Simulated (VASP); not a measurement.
Set up this calculation in VASP 6.6.1, as the native input.

| Quantity | Value |
| --- | --- |
| Task | relaxation of the atoms |
| Functional | PBEsol |
| Potentials or basis | VASP PAW PBE potentials, release 64 (Ge_d) |
| Cutoff | 520 eV |
| k mesh | 12 × 12 × 12 |
| Occupations | gaussian, width 0.1 eV |
| Spin | no spin polarisation |
| Dipole correction | no |
| Further INCAR settings | ALGO = Normal; EDIFF = 1e-06; IBRION = 2; EDIFFG = -0.002; NSW = 60 |

The structure of Ge lies in POSCAR:

```
Ge
1.0
    0.0000000000      2.8094867369      2.8094867369
    2.8094867369      0.0000000000      2.8094867369
    2.8094867369      2.8094867369      0.0000000000
Ge
2
Direct
    0.0000000000      0.0000000000      0.0000000000
    0.2500000000      0.2500000000      0.2500000000
```

This cell differs from its parent crystal: strained cell.

One way to write it, as run:

INCAR

```
PREC = Accurate
ENCUT = 520
EDIFF = 1E-6
ISMEAR = 0
SIGMA = 0.1
LREAL = False
LASPH = True
NELM = 100
ALGO = Normal
ISIF = 2
LWAVE = False
LCHARG = False
GGA = PS
IBRION = 2
NSW = 60
EDIFFG = -0.002
```

KPOINTS

```
Automatic mesh
0
Gamma
  12 12 12
```

Potentials or basis: VASP PAW PBE potentials, release 64 (Ge_d).

The run is started by

```bash
$ cat potpaw_PBE.64/Ge_d/POTCAR > POTCAR
$ mpirun -np 1 vasp_std > vasp.out
```

It gave:

| Quantity | Value |
| --- | --- |
| Pressure after relaxing | 2.1 GPa |
| Band gap on the k mesh | 0.18 eV, direct |

Caveat: the cell differs from its parent crystal (strained cell); the relaxation stopped at its first step, so nothing moved; the PAW data sets were made with another functional, which shifts forces and pressure a little.

It took 2.1 min on 1 thread of AMD EPYC 7R13, with other jobs on the host, peak memory 0.16 GiB.
